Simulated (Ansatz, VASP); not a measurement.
**Two plane-wave programs on Re2Pd**

```
Re Pd
1.0
     0.00000    2.97162    2.97162
     2.97162    0.00000    2.97162
     2.97162    2.97162    0.00000
Re Pd
2 1
Direct
  0.25000 0.25000 0.25000
  0.75000 0.75000 0.75000
  0.00000 0.00000 0.00000
```

Alike in both runs: functional PBE; k mesh 14 × 14 × 14; occupations gaussian, width 0.1 eV; no spin polarisation.

Ansatz relaxed the structure, and its values are those at the end. VASP's run is a single point on that final structure, the one shown.

|  | VASP | Ansatz |
| --- | --- | --- |
| version | VASP 6.6.1 | Ansatz 0.2.0 |
| potentials or method | VASP PAW PBE potentials, release 64 (Re, Pd), cutoff 520 eV | scalar-relativistic, plane waves, PAW |
| valence electrons in the cell | 24 | 48 |

```csv
,VASP,Ansatz,Ansatz less VASP
gap on the k mesh at the Fermi level (eV),none,none,-
pressure (GPa),-1.0,0.0,+0.97
```

A gap of «none» marks a metal or a gap that the smearing closes. VASP's potentials hold 24 valence electrons a cell and Ansatz's 48, so a difference there can come from the potentials and not from the codes.

Neither program's run includes spin-orbit coupling.
